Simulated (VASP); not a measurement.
Set up this calculation in VASP 6.6.1, as the native input.

* Task: single point
* Functional: BLYP
* Potentials or basis: VASP PAW PBE potentials, release 64 (Cd, F)
* Cutoff: 520 eV
* k mesh: 8 × 8 × 8
* Occupations: gaussian, width 0.05 eV
* Spin: no spin polarisation
* Dipole correction: no
* Further INCAR settings: ALGO = Normal; EDIFF = 1e-06; NBANDS = 20

The structure of CdF2 lies in POSCAR:

```
CdF2
1.0
    0.0000000000      2.7664255347      2.7664255347
    2.7664255347      0.0000000000      2.7664255347
    2.7664255347      2.7664255347      0.0000000000
Cd F
1 2
Direct
    0.0000000000      0.0000000000      0.0000000000
    0.2500000000      0.2500000000      0.2500000000
    0.7500000000      0.7500000000      0.7500000000
```

These files were run (other wordings do the same):

INCAR

```
AGGAC = 1.0
AGGAX = 1.0
ALDAC = 0.0
ALDAX = 1.0
ALGO = Normal
EDIFF = 1E-6
ENCUT = 520
GGA = B5
ISIF = 2
ISMEAR = 0
LASPH = T
LCHARG = F
LREAL = F
LWAVE = F
NBANDS = 20
NELM = 60
PREC = Accurate
SIGMA = 0.05
```

KPOINTS

```
k-points
0
Gamma
  8 8 8
```

Potentials or basis: VASP PAW PBE potentials, release 64 (Cd, F).

Command:

```sh
$ cat potpaw_PBE.64/Cd/POTCAR potpaw_PBE.64/F/POTCAR > POTCAR
$ mpirun -np 1 vasp_std > vasp.out
```

Results of the run:

```
Pressure               : 0.5 GPa
Band gap on the k mesh : 2.84 eV, indirect (least direct gap 3.41 eV)
```

Caveat: the PAW data sets were made with another functional, which shifts forces and pressure a little.

Wall time 29 s on 1 thread of Intel(R) Xeon(R) Platinum 8488C (Sapphire Rapids) (shared host), peak memory 0.17 GiB.
